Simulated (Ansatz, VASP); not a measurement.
One calculation of SiC3, two programs

```xyz
4
Lattice="3.5757 0.0000 0.0000 0.0000 3.5757 0.0000 0.0000 0.0000 3.4044" Properties=species:S:1:pos:R:3 pbc="T T T"
Si    0.0000    0.0000    0.0000
C     1.7878    1.7878    0.6767
C     0.0000    0.0000    1.7022
C     1.7878    1.7878    2.7277
```

Alike in both runs: functional PBE; k mesh 6 × 6 × 6; occupations gaussian, width 0.1 eV; no spin polarisation.

Ansatz relaxed the structure, and its values are those at the end. VASP's run is a single point on that final structure, the one shown.

```csv
,VASP,Ansatz
version,VASP 6.6.1,Ansatz 0.2.0
potentials or method,"VASP PAW PBE potentials, release 64 (Si, C), cutoff 520 eV","scalar-relativistic, plane waves, PAW"
valence electrons in the cell,16,16
```

Ansatz gave:

- gap on the k mesh at the Fermi level (eV): none
- pressure (GPa): 0.1
- rms of the force components (eV/Å): 0.000

Problem. What did VASP give for the same quantities?

Solution. gap on the k mesh at the Fermi level (eV): none; pressure (GPa): 0.2; rms of the force components (eV/Å): 0.035.

A gap of «none» marks a metal or a gap that the smearing closes.
